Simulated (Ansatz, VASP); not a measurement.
One calculation of HfB2, two programs

```
CELL_PARAMETERS angstrom
3.14000 0.00000 0.00000
-1.57000 2.71932 0.00000
0.00000 0.00000 3.44520
ATOMIC_POSITIONS crystal
Hf 0.00000 0.00000 0.00000
B 0.33333 0.66667 0.50000
B 0.66667 0.33333 0.50000
```

Change from the starting cell: zz strain of -1 %, crystal datasets.

Alike in both runs: task electric field gradients; functional PBEsol; k mesh 15 × 15 × 12; occupations fermi-dirac, width 0.03 eV; no spin polarisation.

|  | VASP | Ansatz |
| --- | --- | --- |
| version | VASP 6.6.1 | Ansatz 0.2.0 |
| potentials or method | VASP PAW PBE potentials, release 64 (Hf_pv, B), cutoff 420 eV | all-electron PAW with datasets made for the crystal, scalar-relativistic |

|  | VASP | Ansatz | Ansatz less VASP |
| --- | --- | --- | --- |
| size of Vzz on the site where it differs most (V/Å²) | 78.2 | 111.0 | +32.82 |

VASP's potentials were made for PBE, not for PBEsol. Ansatz ran all-electron here, and VASP with PAW potentials.

Spin-orbit coupling is off throughout.
